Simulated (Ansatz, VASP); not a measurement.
# One calculation of AlN, two programs

```xyz
2
Lattice="0.0000 1.9690 1.9690 1.9690 0.0000 1.9690 1.9690 1.9690 0.0000" Properties=species:S:1:pos:R:3 pbc="T T T"
Al    0.0000    0.0000    0.0000
N     1.9690    1.9690    1.9690
```

Alike in both runs: task relaxation of cell and atoms; functional PBEsol; k mesh 8 × 8 × 8; no spin polarisation.

|  | VASP | Ansatz |
| --- | --- | --- |
| version | VASP 6.6.1 | Ansatz 0.2.0 |
| potentials or method | VASP PAW PBE potentials, release 64 (Al, N), cutoff 600 eV | plane waves, PAW |
| occupations | methfessel-paxton of order 1, width 0.1 eV | methfessel-paxton of order 1 |
| valence electrons in the cell | 8 | 8 |

```tsv
	VASP	Ansatz	Ansatz less VASP
relaxed volume (Å³/atom)	8.27	8.27	+0.009
relaxed cell length with the largest relative difference (Å)	2.859	2.860	+0.0011
```

VASP's potentials were made for PBE, not for PBEsol.
